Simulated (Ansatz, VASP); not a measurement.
**One calculation of Al2P3, two programs**

```xyz
10
Lattice="0.0822 0.4273 3.3771 8.5681 0.0170 0.2036 0.0218 6.3374 1.0558" Properties=species:S:1:pos:R:3 pbc="T T T"
Al    6.8075    1.9924    0.5319
Al    6.0761    4.9545    0.8809
Al    0.8535    4.4907    0.7733
Al    3.6226    1.0955    0.9728
P     4.0192    3.7107    0.8267
P     0.2550    0.6804   -0.3725
P     5.3588    1.1943    2.5868
P     7.5992    4.3937    2.6742
P     2.8822    5.0087    2.4029
P     1.3451    1.9282    1.1446
```

Change from the starting cell: cell x1, atoms moved at random (sigma 0.05 Å) and cell strained at random (1.5 %), then relaxed without symmetry.

Alike in both runs: functional PBE; k mesh 8 × 4 × 4; occupations gaussian, width 0.2 eV; no spin polarisation.

Ansatz relaxed the structure, and its values are those at the end. VASP's run is a single point on that final structure, the one shown.

```csv
,VASP,Ansatz
version,VASP 6.6.1,Ansatz 0.2.0
potentials or method,"VASP PAW PBE potentials, release 64 (Al, P), cutoff 520 eV","scalar-relativistic, plane waves, PAW"
valence electrons in the cell,42,42
```

VASP gave:

| Property | Result |
| --- | --- |
| gap on the k mesh at the Fermi level (eV) | none |
| pressure (GPa) | -0.1 |
| rms of the force components (eV/Å) | 0.019 |

Question: What did Ansatz give for the same quantities?

Answer: gap on the k mesh at the Fermi level (eV): none; pressure (GPa): 0.0; rms of the force components (eV/Å): 0.010.

A gap of «none» marks a metal or a gap that the smearing closes.
